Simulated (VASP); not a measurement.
# CaO (I4/mcm) in VASP: further runs, part 2 of 2

VASP 6.6.1. Earlier steps stand in the parts before.

### 3 Single point, PBE (17.66 Å³/atom)

This run uses another cell than the first one, of 17.66 Å³/atom.

File INCAR:

```
SYSTEM = CaO
PREC     = Accurate       ! precision mode
ENCUT    = 520            ! plane-wave cutoff, eV
EDIFF    = 1E-6           ! SCF threshold, eV
ISMEAR   = 0              ! smearing method
SIGMA    = 0.02           ! smearing width, eV
LREAL    = .False.        ! projectors in reciprocal space
LASPH    = .True.         ! aspherical terms in the spheres
NELM     = 100            ! most SCF steps
ALGO     = Normal         ! electronic algorithm
ISIF     = 2              ! what is computed and relaxed
LWAVE    = .False.        ! write WAVECAR
LCHARG   = .False.        ! write CHGCAR
GGA      = PE             ! functional
NBANDS   = 42             ! bands
```

File KPOINTS:

```
Automatic mesh
0
Gamma
  8 8 8
  0 0 0
```

File POSCAR:

```
CaO
1.0
   -3.8792341955      3.8792341955      2.3474262750
    3.8792341955     -3.8792341955      2.3474262750
    3.8792341955      3.8792341955     -2.3474262750
Ca O
4 4
Direct
    0.8516819019      0.3516819019      0.2033638037
    0.1483180981      0.6483180981      0.7966361963
    0.3516819019      0.1483180981      0.5000000000
    0.6483180981      0.8516819019      0.5000000000
    0.8531487365      0.6468512635      0.5000000000
    0.1468512635      0.3531487365      0.5000000000
    0.3531487365      0.8531487365      0.2062974731
    0.6468512635      0.1468512635      0.7937025269
```

Potentials or basis: VASP PAW PBE potentials, release 64 (Ca_sv, O).

The run is started by

```bash
$ cat potpaw_PBE.64/Ca_sv/POTCAR potpaw_PBE.64/O/POTCAR > POTCAR
$ mpirun -np 1 vasp_std > vasp.out
```

OUTCAR:

```text
SYSTEM = CaO
   PREC = Accurate
   ENCUT = 520
   EDIFF = 1E-6
   ISMEAR = 0
   LREAL = .False.
   LASPH = .True.
   NELM = 100
   ISIF = 2
   GGA = PE

 ion  position               nearest neighbor table
   1  0.852  0.352  0.203-   8 2.25   6 2.29   5 2.29   7 2.35   7 2.35
   2  0.148  0.648  0.797-   7 2.25   6 2.29   5 2.29   8 2.35   8 2.35
   3  0.352  0.148  0.500-   6 2.25   7 2.29   8 2.29   5 2.35   5 2.35
   4  0.648  0.852  0.500-   5 2.25   7 2.29   8 2.29   6 2.35   6 2.35
   5  0.853  0.647  0.500-   4 2.25   2 2.29   1 2.29   3 2.35   3 2.35
   6  0.147  0.353  0.500-   3 2.25   2 2.29   1 2.29   4 2.35   4 2.35
   7  0.353  0.853  0.206-   2 2.25   3 2.29   4 2.29   1 2.35   1 2.35
[... 1298 lines left out ...]
  external PRESSURE =      58.0610454 kB  Pullay stress =       0.0000000 kB

 VOLUME and BASIS-vectors are now :
 -----------------------------------------------------------------------------
  energy-cutoff  :      520.00
  volume of cell :      141.30
      direct lattice vectors                 reciprocal lattice vectors
    -3.879234196  3.879234196  2.347426275     0.000000000  0.128891419  0.212999235
     3.879234196 -3.879234196  2.347426275     0.128891419  0.000000000  0.212999235
     3.879234196  3.879234196 -2.347426275     0.128891419  0.128891419  0.000000000

 POSITION                                       TOTAL-FORCE (eV/Angst)
 -----------------------------------------------------------------------------------
     -1.15072      2.72851      2.34743        -0.006041     -0.006041      0.000000
      5.02996      1.15072     -0.00000         0.006041      0.006041     -0.000000
      1.15072      2.72851      0.00000         0.006041     -0.006041      0.000000
      2.72851      1.15072      2.34743        -0.006041      0.006041      0.000000
      1.13934      2.73989      2.34743         0.010699     -0.010699      0.000000
      2.73989      1.13934      0.00000        -0.010699      0.010699      0.000000
      2.73989     -1.13934      2.34743        -0.010699     -0.010699      0.000000
      1.13934      5.01858      0.00000         0.010699      0.010699     -0.000000
 -----------------------------------------------------------------------------------
    total drift:                               -0.000000      0.000000     -0.000000

  FREE ENERGIE OF THE ION-ELECTRON SYSTEM (eV)
  ---------------------------------------------------
  free  energy   TOTEN  =       -50.0804253652 eV

  energy  without entropy=      -50.0804253652  energy(sigma->0) =      -50.08042537
```

Wall time 3.4 min (1 thread of Intel Xeon 6975P-C (Granite Rapids), shared host); peak memory 0.48 GiB.

Results:

```yaml
Free_energy: -50.0804 eV
Pressure: 5.8 GPa
Largest_force: 0.015 eV/Å
Band_gap_on_the_k_mesh: 2.37 eV
```

Forces on the atoms (eV/Å):
```
Ca  -0.006 -0.006  0.000
Ca   0.006  0.006  0.000
Ca   0.006 -0.006  0.000
Ca  -0.006  0.006  0.000
O    0.011 -0.011  0.000
O   -0.011  0.011  0.000
O   -0.011 -0.011  0.000
O    0.011  0.011  0.000
```

Caveat: the cell stands under pressure. A k mesh can miss the band edges.

### 4 Single point, PBE (18.23 Å³/atom)

This run uses another cell than the first one, of 18.23 Å³/atom.

File INCAR:

```
SYSTEM = CaO
PREC = Accurate ; ENCUT = 520
EDIFF = 1E-6 ; ISMEAR = 0
SIGMA = 0.02 ; LREAL = .FALSE.
LASPH = .TRUE. ; NELM = 100
ALGO = Normal ; ISIF = 2
LWAVE = .FALSE. ; LCHARG = .FALSE.
GGA = PE ; NBANDS = 42
```

File KPOINTS:

```
regular mesh
0
G
  8 8 8
  0 0 0
```

File POSCAR:

```
CaO
1.0
   -3.9251721820      3.9251721820      2.3659764433
    3.9251721820     -3.9251721820      2.3659764433
    3.9251721820      3.9251721820     -2.3659764433
Ca O
4 4
Direct
    0.8519622015      0.3519622015      0.2039244030
    0.1480377985      0.6480377985      0.7960755970
    0.3519622015      0.1480377985      0.5000000000
    0.6480377985      0.8519622015      0.5000000000
    0.8533218676      0.6466781324      0.5000000000
    0.1466781324      0.3533218676      0.5000000000
    0.3533218676      0.8533218676      0.2066437352
    0.6466781324      0.1466781324      0.7933562648
```

The run is started by

```bash
$ cat potpaw_PBE.64/Ca_sv/POTCAR potpaw_PBE.64/O/POTCAR > POTCAR
$ mpirun -np 1 vasp_std > vasp.out
```

It took 15 min on 1 thread of Oxide Virtual Turin-like, shared host; peak memory 0.46 GiB.

The run converged. Its results:

* Free energy: -50.2053 eV
* Pressure: 2.9 GPa
* Largest force: 0.020 eV/Å
* Band gap on the k mesh: 2.36 eV

Forces in eV/Å, atoms in the order of the input:
```
Ca  -0.008 -0.008  0.000
Ca   0.008  0.008  0.000
Ca   0.008 -0.008  0.000
Ca  -0.008  0.008  0.000
O    0.014 -0.014  0.000
O   -0.014  0.014  0.000
O   -0.014 -0.014  0.000
O    0.014  0.014  0.000
```

Stress tensor (GPa, compression positive):
```
2.84 0.00 0.00
0.00 2.84 0.00
0.00 0.00 3.04
```

Levels at points of the mesh, in eV from the valence-band top:
```csv
k point,band 28,band 29,band 30,band 31,band 32,band 33,band 34,band 35,band 36,band 37
"(0.00, 0.00, 0.00)",-0.76,-0.72,-0.72,-0.36,0.00,2.36,4.31,5.82,5.92,5.92
"(0.50, 0.00, 0.00)",-1.13,-1.00,-1.00,-0.73,-0.73,4.55,4.55,6.25,6.25,7.09
"(0.50, 0.50, 0.00)",-0.78,-0.67,-0.47,-0.43,-0.32,3.87,4.91,5.02,5.08,5.55
"(0.50, 0.50, 0.50)",-0.96,-0.60,-0.44,-0.44,-0.18,3.66,4.02,5.86,6.14,6.14
```

A k mesh can miss the band edges.

### 5 Single point, PBE

This run uses another cell than the first one, of 18.79 Å³/atom.

File INCAR:

```
PREC     = Accurate       # precision mode
ENCUT    = 520            # plane-wave cutoff, eV
EDIFF    = 1E-7           # SCF threshold, eV
ISMEAR   = 0              # smearing method
SIGMA    = 0.02           # smearing width, eV
LREAL    = False          # projectors in reciprocal space
LASPH    = True           # aspherical terms in the spheres
NELM     = 80             # most SCF steps
ALGO     = Normal         # electronic algorithm
ISIF     = 2              # what is computed and relaxed
LWAVE    = False          # write WAVECAR
LCHARG   = False          # write CHGCAR
GGA      = PE             # functional
NBANDS   = 42             # bands
```

File KPOINTS:

```
regular mesh
0
Gamma
  8 8 8
```

File POSCAR:

```
CaO
1.0
   -3.9691723819      3.9691723819      2.3853723731
    3.9691723819     -3.9691723819      2.3853723731
    3.9691723819      3.9691723819     -2.3853723731
Ca O
4 4
Direct
    0.8522690957      0.3522690957      0.2045381914
    0.1477309043      0.6477309043      0.7954618086
    0.3522690957      0.1477309043      0.5000000000
    0.6477309043      0.8522690957      0.5000000000
    0.8533757915      0.6466242085      0.5000000000
    0.1466242085      0.3533757915      0.5000000000
    0.3533757915      0.8533757915      0.2067515830
    0.6466242085      0.1466242085      0.7932484170
```

The run is started by

```bash
$ cat potpaw_PBE.64/Ca_sv/POTCAR potpaw_PBE.64/O/POTCAR > POTCAR
$ mpirun -np 1 vasp_std > vasp.out
```

It took 16 min on 1 thread of Oxide Virtual Turin-like, shared host; peak memory 0.46 GiB.

Results (log left out):

```
Free energy            : -50.2547 eV
Pressure               : 0.4 GPa
Largest force          : 0.011 eV/Å
Band gap on the k mesh : 2.35 eV
```

Forces on the atoms (eV/Å):
```
Ca  -0.008 -0.008  0.000
Ca   0.008  0.008  0.000
Ca   0.008 -0.008  0.000
Ca  -0.008  0.008  0.000
O    0.005 -0.005  0.000
O   -0.005  0.005  0.000
O   -0.005 -0.005  0.000
O    0.005  0.005  0.000
```

Stress tensor (GPa, compression positive):
```
0.40 0.00 0.00
0.00 0.40 0.00
0.00 0.00 0.50
```

Levels at points of the mesh, in eV from the valence-band top:
| k point | band 29 | band 30 | band 31 | band 32 | band 33 | band 34 | band 35 | band 36 |
| --- | --- | --- | --- | --- | --- | --- | --- | --- |
| (0.00, 0.00, 0.00) | -0.69 | -0.69 | -0.34 | 0.00 | 2.35 | 4.31 | 5.66 | 5.85 |
| (0.50, 0.00, 0.00) | -0.95 | -0.95 | -0.73 | -0.73 | 4.52 | 4.52 | 6.15 | 6.15 |
| (0.50, 0.50, 0.00) | -0.63 | -0.45 | -0.42 | -0.31 | 3.84 | 4.82 | 4.96 | 5.04 |
| (0.50, 0.50, 0.50) | -0.59 | -0.44 | -0.44 | -0.20 | 3.64 | 4.00 | 5.78 | 6.05 |

### 6 Overview

| cell | gap on the mesh (eV) | pressure (GPa) | largest force (eV/Å) |
| --- | --- | --- | --- |
| a = 5.900 Å, angles 98.9, 98.9, 133.6°, 8 atoms, atomic positions A | 2.38 | 9.2 | 0.02 |
| a = 5.967 Å, angles 98.9, 98.9, 133.7°, 8 atoms, atomic positions A | 2.37 | 5.8 | 0.02 |
| a = 6.034 Å, angles 98.8, 98.8, 133.8°, 8 atoms, atomic positions A | 2.36 | 2.9 | 0.02 |
| a = 6.099 Å, angles 98.8, 98.8, 134.0°, 8 atoms, atomic positions B | 2.35 | 0.4 | 0.01 |

Alike in all rows: task single point; level PBE; potentials or basis VASP PAW PBE potentials, release 64 (Ca_sv, O); no spin polarisation; k mesh 8 × 8 × 8; cutoff (eV) 520; smearing gaussian 0.02 eV.

Caveats: the cell stands under pressure (at least some runs).

Absolute energies hang on the potentials; compare differences alone.
